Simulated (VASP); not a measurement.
# Dy3TaF2 (P-6m2) in VASP: further runs

Runs on Dy3TaF2. Level: PBE. Tasks: relaxation of cell and atoms, single point.

All numbers are computed with VASP 6.6.1; they aren't measurements. Logs are shortened: lines on timing, memory, paths and dates and some standing lists are left out, and cuts for length are marked.

## (1) The cell of the first run

The structure is hexagonal, space group P-6m2 (No. 187). The conventional cell has a = 5.298 Å, b = 5.298 Å, c = 5.792 Å, α = 90.00°, β = 90.00°, γ = 120.00°. Within 3.8 Å of Dy (site symmetry -6m2) lie 2 Ta at 2.90 Å and 3 Dy at 3.06 Å and 6 F at 3.32 Å. Within 3.8 Å of Dy (site symmetry -6m2) lie 2 Dy at 2.90 Å and 3 Ta at 3.06 Å and 6 F at 3.45 Å. Within 3.8 Å of Dy (site symmetry -6m2) lie 5 Dy at 2.90 to 3.06 Å and 6 F at 3.32 Å. Within 3.8 Å of Ta (site symmetry -6m2) lie 5 Dy at 2.90 to 3.06 Å and 6 F at 3.45 Å. F (site symmetry 3m) has 2 F at 2.60 to 3.19 Å and 9 Dy at 3.32 to 3.45 Å and 3 Ta at 3.45 Å within 3.5 Å.

The cell was built from a structure type or drawn by symmetry, and may not be a known phase.

## (2) Relaxation of cell and atoms, PBE

File INCAR:

```
ALGO = Normal
EDIFF = 1E-7
EDIFFG = -0.04
ENCUT = 600
GGA = PE
GGA_COMPAT = False
IBRION = 2
ISIF = 3
ISMEAR = 0
LASPH = True
LCHARG = False
LMAXMIX = 6
LREAL = False
LWAVE = False
NELM = 200
NELMIN = 4
NSW = 90
PREC = Accurate
SIGMA = 0.1
```

File KPOINTS:

```
k-points
0
Gamma
  6 6 4
```

File POSCAR:

```
Dy3TaF2
1.0
    5.2984854804      0.0000000000      0.0000000000
   -2.6492427402      4.5886230276      0.0000000000
    0.0000000000      0.0000000000      5.7921140925
Dy Ta F
3 1 2
Direct
    0.6666666667      0.3333333333      0.5000000000
    0.0000000000      0.0000000000      0.0000000000
    0.0000000000      0.0000000000      0.5000000000
    0.6666666667      0.3333333333      0.0000000000
    0.3333333333      0.6666666667      0.2751307674
    0.3333333333      0.6666666667      0.7248692326
```

Potentials or basis: VASP PAW PBE potentials, release 64 (Dy_3, Ta_pv, F), 4f in core.

Launch:

```bash
cat potpaw_PBE.64/Dy_3/POTCAR potpaw_PBE.64/Ta_pv/POTCAR potpaw_PBE.64/F/POTCAR > POTCAR
mpirun -np 1 vasp_std > vasp.out
```

OUTCAR:

```text
EDIFF = 1E-7
   EDIFFG = -0.04
   ENCUT = 600
   GGA = PE
   IBRION = 2
   ISIF = 3
   ISMEAR = 0
   LASPH = True
   LREAL = False
   NELM = 200
   NELMIN = 4
   NSW = 90
   PREC = Accurate

 ion  position               nearest neighbor table
   1  0.667  0.333  0.500-   4 2.90   4 2.90   3 3.06   3 3.06   3 3.06
   2  0.000  0.000  0.000-   3 2.90   3 2.90   4 3.06   4 3.06   4 3.06
   3  0.000  0.000  0.500-   2 2.90   2 2.90   1 3.06   1 3.06   1 3.06
   4  0.667  0.333  0.000-   1 2.90   1 2.90   2 3.06   2 3.06   2 3.06
   5  0.333  0.667  0.275-
   6  0.333  0.667  0.725-

  LATTYP: Found a hexagonal cell.
 ALAT       =     5.2984854804
 C/A-ratio  =     1.0931640964

  Lattice vectors:

 A1 = (   5.2984854804,   0.0000000000,   0.0000000000)
 A2 = (  -2.6492427402,   4.5886230276,   0.0000000000)
 A3 = (   0.0000000000,   0.0000000000,   5.7921140925)

Analysis of symmetry for initial positions (statically):
=====================================================================
 Subroutine PRICEL returns:
 Original cell was already a primitive cell.

 Routine SETGRP: Setting up the symmetry group for a
 hexagonal supercell.

 Subroutine GETGRP returns: Found 12 space group operations
 (whereof 12 operations were pure point group operations)
 out of a pool of 24 trial point group operations.

The static configuration has the point symmetry D_3h.

Analysis of symmetry for dynamics (positions and initial velocities):
=====================================================================
 Subroutine PRICEL returns:
 Original cell was already a primitive cell.

 Routine SETGRP: Setting up the symmetry group for a
 hexagonal supercell.

 Subroutine GETGRP returns: Found 12 space group operations
 (whereof 12 operations were pure point group operations)
 out of a pool of 24 trial point group operations.

The dynamic configuration has the point symmetry D_3h.

 Subroutine INISYM returns: Found 12 space group operations
 (whereof 12 operations are pure point group operations),
 and found     1 'primitive' translations

----------------------------------------------------------------------------------------

                                     Primitive cell

  volume of cell :     140.8222

  direct lattice vectors                    reciprocal lattice vectors
     5.298485480  0.000000000  0.000000000     0.188733177  0.108965151  0.000000000
    -2.649242740  4.588623028  0.000000000     0.000000000  0.217930302  0.000000000
     0.000000000  0.000000000  5.792114093     0.000000000  0.000000000  0.172648533

  length of vectors
     5.298485480  5.298485480  5.792114093     0.217930302  0.217930302  0.172648533

  position of ions in fractional coordinates (direct lattice)
     0.666666667  0.333333333  0.500000000
     0.000000000  0.000000000  0.000000000
     0.000000000  0.000000000  0.500000000
     0.666666667  0.333333333  0.000000000
     0.333333333  0.666666667  0.275130767
     0.333333333  0.666666667  0.724869233

  ion indices of the primitive-cell ions
   primitive index   ion index
                 1           1
                 2           2
                 3           3
                 4           4
                 5           5
                 6           6

----------------------------------------------------------------------------------------

 KPOINTS: k-points

Automatic generation of k-mesh.
 Grid dimensions read from file:
 generate k-points for:    6    6    4

 Generating k-lattice:

  Cartesian coordinates                     Fractional coordinates (reciprocal lattice)
     0.031455530  0.018160858  0.000000000     0.166666667 -0.000000000  0.000000000
     0.000000000  0.036321717  0.000000000     0.000000000  0.166666667  0.000000000
     0.000000000  0.000000000  0.043162133     0.000000000  0.000000000  0.250000000

  Length of vectors
     0.036321717  0.036321717  0.043162133

  Shift w.r.t. Gamma in fractional coordinates (k-lattice)
     0.000000000  0.000000000  0.000000000

 Subroutine IBZKPT returns following result:
 ===========================================

 Found     21 irreducible k-points:

 Following reciprocal coordinates:
            Coordinates               Weight
  0.000000  0.000000  0.000000      1.000000
  0.166667  0.000000  0.000000      6.000000
  0.333333  0.000000  0.000000      6.000000
  0.500000  0.000000  0.000000      3.000000
  0.166667  0.166667  0.000000      6.000000
  0.333333  0.166667  0.000000     12.000000
[... 13 lines left out ...]
  0.333333  0.166667  0.500000     12.000000
  0.333333  0.333333  0.500000      2.000000
   k-points           NKPTS =     21   k-points in BZ     NKDIM =     21   number of bands    NBANDS=     31
   number of dos      NEDOS =    301   number of ions     NIONS =      6
   total plane-waves  NPLWV =  84672
   dimension x,y,z NGX =    42 NGY =   42 NGZ =   48
   dimension x,y,z NGXF=    84 NGYF=   84 NGZF=   96
   ions per type =               3   1   2
   NGX,Y,Z   is equivalent  to a cutoff of  13.18, 13.18, 13.78 a.u.
   NGXF,Y,Z  is equivalent  to a cutoff of  26.36, 26.36, 27.55 a.u.
 SYSTEM =  unknown system
   PREC   = accura    normal or accurate (medium, high low for compatibility)
   ISTART =      0    job   : 0-new  1-cont  2-samecut
   ICHARG =      2    charge: 1-file 2-atom 10-const
   ISPIN  =      1    spin polarized calculation?
   LNONCOLLINEAR =      F non collinear calculations
   LSORBIT =      F    spin-orbit coupling
   LASPH  =      T    aspherical Exc in radial PAW
   ENCUT  =  600.0 eV  44.10 Ry    6.64 a.u.  10.58 10.58 11.57*2*pi/ulx,y,z
   NELM   =    200;   NELMIN=  4; NELMDL= -5     # of ELM steps
   EDIFF  = 0.1E-06   stopping-criterion for ELM
   LREAL  =      F    real-space projection
   EDIFFG = -.4E-01   stopping-criterion for IOM
   NSW    =     90    number of steps for IOM
   IBRION =      2    ionic relax: 0-MD 1-quasi-New 2-CG
   NFREE  =      1    steps in history (QN), initial steepest desc. (CG)
   ISIF   =      3    stress and relaxation
   ISYM   =      2    0-nonsym 1-usesym 2-fastsym
   POTIM  = 0.5000    time-step for ionic-motion
   TEBEG  =    0.0;   TEEND  =   0.0 temperature during run
   PSTRESS=    0.0 pullay stress
   NELECT =      52.0000    total number of electrons
   NUPDOWN=      -1.0000    fix difference up-down
   EMIN   =  10.00;   EMAX   =-10.00  energy-range for DOS
   EFERMI =   0.00;   METHOD = LEGACY
   ISMEAR =     0;   SIGMA  =   0.10  broadening in eV -4-tet -1-fermi 0-gaus
   EFERMI_NEDOS =   21; number of points for ismear=-14 and -15
   IALGO  =     38    algorithm
   IMIX   =      4    mixing-type and parameters
     AMIX     =   0.40;   BMIX     =  1.00
     AMIX_MAG =   1.60;   BMIX_MAG =  1.00
  volume/ion in A,a.u.               =      23.47       158.39
  Fermi-wavevector in a.u.,A,eV,Ry     =   1.174498  2.219479 18.768489  1.379445
  Thomas-Fermi vector in A             =   2.310894
   LORBIT       =      0    0 simple, 1 ext, 2 COOP (PROOUT), +10 PAW based schemes
   GGA     = PE    functional components
   LHFCALC =     F    Hartree Fock is set to
   AEXX    =    0.0000 exact exchange contribution
   IVDW    =     0    specifies the selected vdW correction
   LEPSILON=     F    determine dielectric tensor
   LRPA    =     F    only Hartree local field effects (RPA)
 conjugate gradient relaxation of ions
 non-spin polarized calculation
 Gauss-broadening in eV      SIGMA  =   0.10
  energy-cutoff  :      600.00
  volume of cell :      140.82
 maximum number of plane-waves:      4751
   NGX = 21   NGY = 21   NGZ = 23

--------------------------------------- Ionic step        1  -------------------------------------------

 number of electron      52.0000024 magnetization

 Free energy of the ion-electron system (eV)
  ---------------------------------------------------
  ext. energy  EPLUGINS =         0.00000000
  ---------------------------------------------------
  free energy    TOTEN  =       -27.33455081 eV

  energy without entropy =      -27.28877006  energy(sigma->0) =      -27.31166043

------------------------ aborting loop because EDIFF is reached ----------------------------------------

  FORCE on cell =-STRESS in cart. coord.  units (eV):
  Direction    XX          YY          ZZ          XY          YZ          ZX
  --------------------------------------------------------------------------------------
  -------------------------------------------------------------------------------------
  Total       -0.6112207     -0.6112207      2.4600311      0.0000000      0.0000000      0.0000000
  in kB       -6.9540431     -6.9540431     27.9885208      0.0000000      0.0000000      0.0000000
  external PRESSURE =       4.6934782 kB  Pullay stress =       0.0000000 kB
[... 185 lines left out ...]
  energy  without entropy=      -27.3134475587  energy(sigma->0) =      -27.33896019

--------------------------------------- Ionic step        6  -------------------------------------------

 number of electron      52.0000010 magnetization

 Free energy of the ion-electron system (eV)
  ---------------------------------------------------
  ext. energy  EPLUGINS =         0.00000000
  ---------------------------------------------------
  free energy    TOTEN  =       -27.36403990 eV

  energy without entropy =      -27.31361062  energy(sigma->0) =      -27.33882526

 E-fermi :   2.3839     XC(G=0):  -9.8411

 val. band max:        2.3825036737   @ k =   0.3333   0.3333   0.0000
 cond. band min:       2.3870916494   @ k =   0.1667   0.0000   0.2500
 fundamental gap:      0.0045879757
 Fermi energy:         2.3838644960

 k-point     1 :       0.0000    0.0000    0.0000
  band No.  band energies     occupation
      1     -32.1146      2.00000
      2     -32.1146      2.00000
      3     -31.9331      2.00000
      4     -21.9349      2.00000
      5     -21.8504      2.00000
      6     -21.8504      2.00000
[... 736 lines left out ...]
  FREE ENERGIE OF THE ION-ELECTRON SYSTEM (eV)
  ---------------------------------------------------
  free  energy   TOTEN  =       -27.3640398992 eV

  energy  without entropy=      -27.3136106237  energy(sigma->0) =      -27.33882526

 reached required accuracy - stopping structural energy minimisation
```

It took 4.9 min on 1 thread of Intel Xeon 6975P-C (Granite Rapids), shared host; peak memory 0.35 GiB.

What came out:

```
Free energy                           : -27.3640 eV
Relaxed volume                        : 23.50 Å³/atom
Relaxed cell                          : a = 5.247 Å, b = 5.247 Å, c = 5.914 Å, α = 90.00°, β = 90.00°, γ = 120.00°
Space group after relaxing (to 0.1 Å) : P-6m2 (No. 187)
Energy gained by relaxing             : 4.9 meV/atom
Ionic steps                           : 6
Pressure after relaxing               : 0.2 GPa
Largest force after relaxing          : 0.035 eV/Å
Band gap on the k mesh                : zero (bands 26 and 27 overlap by 0.54 eV)
```

Forces on the atoms (eV/Å):
```
Dy   0.000  0.000  0.000
Dy   0.000  0.000  0.000
Dy   0.000  0.000  0.000
Ta   0.000  0.000  0.000
F    0.000  0.000 -0.035
F    0.000  0.000  0.035
```

Stress tensor (GPa, compression positive):
```
0.27 0.00 0.00
0.00 0.27 0.00
0.00 0.00 0.19
```

Step by step:
| step | energy change (eV) | largest force (eV/Å) | pressure (GPa) | volume (Å³) |
| --- | --- | --- | --- | --- |
| 1 | 0.0000 | 0.0169 | 0.47 | 140.82 |
| 2 | -0.0273 | 0.0942 | -0.03 | 142.20 |
| 3 | -0.0273 | 0.0959 | -0.05 | 142.23 |
| 4 | -0.0281 | 0.0842 | -0.02 | 142.11 |
| 5 | -0.0299 | 0.0473 | 0.07 | 141.74 |
| 6 | -0.0295 | 0.0348 | 0.24 | 141.00 |

Final structure:
```yaml
crystal:
  lattice:
    - [5.24677, 0.00000, 0.00000]
    - [-2.62338, 4.54383, 0.00000]
    - [0.00000, 0.00000, 5.91447]
  atoms:
    - { symbol: Dy, position: [0.66667, 0.33333, 0.50000] }
    - { symbol: Dy, position: [0.00000, 0.00000, 0.00000] }
    - { symbol: Dy, position: [0.00000, 0.00000, 0.50000] }
    - { symbol: Ta, position: [0.66667, 0.33333, 0.00000] }
    - { symbol: F, position: [0.33333, 0.66667, 0.28317] }
    - { symbol: F, position: [0.33333, 0.66667, 0.71683] }
```

Levels at points of the mesh, in eV from the Fermi level:
```csv
k point,band 22,band 23,band 24,band 25,band 26,band 27,band 28,band 29,band 30,band 31
"(0.00, 0.00, 0.00)",-1.28,-1.28,-0.92,-0.54,-0.04,0.63,0.63,1.52,1.52,1.90
"(0.50, 0.00, 0.00)",-1.50,-1.12,-0.96,-0.50,-0.20,-0.06,0.46,0.64,0.67,0.97
"(0.00, 0.00, 0.50)",-1.73,-0.08,-0.08,-0.06,-0.06,0.60,1.00,1.19,1.19,2.23
"(0.50, 0.00, 0.50)",-0.61,-0.59,-0.16,-0.16,-0.08,0.10,0.15,0.92,0.93,1.06
```

Caveat: spin-orbit coupling is left out, which moves the levels of the heavy elements; the 4f electrons are frozen in the core, so they carry no moment and show no levels; the run has no spin polarisation, though such a crystal can be magnetic. With open d or f shells a metallic result of PBE can be an artefact of self-interaction; +U or a hybrid may open a gap.

(Continued in part 2 of 2.)
